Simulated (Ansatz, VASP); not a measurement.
**Ru in VASP and in Ansatz**

The input INCAR:

```
SYSTEM = Ru
  ALGO = Normal
  EDIFF = 1E-7
  ENCUT = 520
  GGA = PE
  ISIF = 2
  ISMEAR = -1
  LASPH = .True.
  LCHARG = .True.
  LELF = .True.
  LREAL = .False.
  LVHAR = .True.
  LWAVE = .False.
  NBANDS = 21
  NELM = 80
  PREC = Accurate
  SIGMA = 0.1
```

The input KPOINTS:

```
k-points
0
Gamma
  8 8 5
  0 0 0
```

POSCAR

```
Ru
1.0
    2.7235595794      0.0000000000      0.0000000000
   -1.3617797897      2.3586717845      0.0000000000
    0.0000000000      0.0000000000      4.2890849607
Ru
2
Direct
    0.3333333333      0.6666666667      0.2500000000
    0.6666666667      0.3333333333      0.7500000000
```

Input for Ansatz:

```yaml
crystal:
  lattice:
    - [2.7235595794, 0.0, 0.0]
    - [-1.3617797897, 2.3586717845, 0.0]
    - [0.0, 0.0, 4.2890849607]
  atoms:
    - { symbol: Ru, position: [0.3333333333, 0.6666666667, 0.25] }
    - { symbol: Ru, position: [0.6666666667, 0.3333333333, 0.75] }
hamiltonian:
  xc: pbe
  pseudopotentials:
    kind: paw
    azcp:
      Ru: "pseudopotentials/Ru.paw.azcp"
basis:
  ecutwfc: 420
  fft_grid_basis: typed
kpoints:
  mp_grid: { grid: [8, 8, 5], shift: [0, 0, 0] }
magnetization:
  spin_polarized: false
scf:
  occupations: { method: fermi_dirac, width: 0.1 }
  lower_state_search: "off"
output:
  stress: true
```

Alike in both runs: task single point; functional PBE; k mesh 8 × 8 × 5; occupations fermi-dirac, width 0.1 eV; no spin polarisation.

|  | VASP | Ansatz |
| --- | --- | --- |
| version | VASP 6.6.1 | Ansatz 0.2.0 |
| potentials or method | VASP PAW PBE potentials, release 64 (Ru_pv), cutoff 520 eV | plane waves (420 eV) with PAW, scalar-relativistic |
| valence electrons in the cell | 28 | 32 |

Ansatz gave:

```
pressure (GPa)                                                : -0.4
traceless stress, the component that is largest in VASP (GPa) : 1.13
```

Task: Which values does VASP return?

Result: Pressure (GPa): -0.5; traceless stress, the component that is largest in VASP (GPa): 1.13.

VASP's potentials hold 28 valence electrons a cell and Ansatz's 32, so a difference there can come from the potentials and not from the codes.
